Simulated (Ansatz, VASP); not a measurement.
**Two plane-wave programs on ZnS**

```xyz
2
Lattice="0.0000 2.6541 2.6541 2.6541 0.0000 2.6541 2.6541 2.6541 0.0000" Properties=species:S:1:pos:R:3 pbc="T T T"
Zn    0.0000    0.0000    0.0000
S     3.9811    3.9811    3.9811
```

Change from the starting cell: strain -0.015 along x and y, -0.015 along z, atoms carried along.

Alike in both runs: task single point; functional r2SCAN; k mesh 8 × 8 × 8; occupations gaussian, width 0.05 eV; no spin polarisation.

|  | VASP | Ansatz |
| --- | --- | --- |
| version | VASP 6.6.1 | Ansatz 0.2.0 |
| potentials or method | VASP PAW PBE potentials, release 64 (Zn, S), cutoff 520 eV | scalar-relativistic, plane waves, PAW |
| valence electrons in the cell | 18 | 18 |

|  | VASP | Ansatz | Ansatz less VASP |
| --- | --- | --- | --- |
| gap on the k mesh at the Fermi level (eV) | 2.93 | 2.91 | -0.015 |
| least direct gap on the mesh (eV) | 2.93 | 2.91 | -0.015 |
| pressure (GPa) | 4.0 | 3.9 | -0.01 |

VASP's potentials were made for PBE, not for r2SCAN.
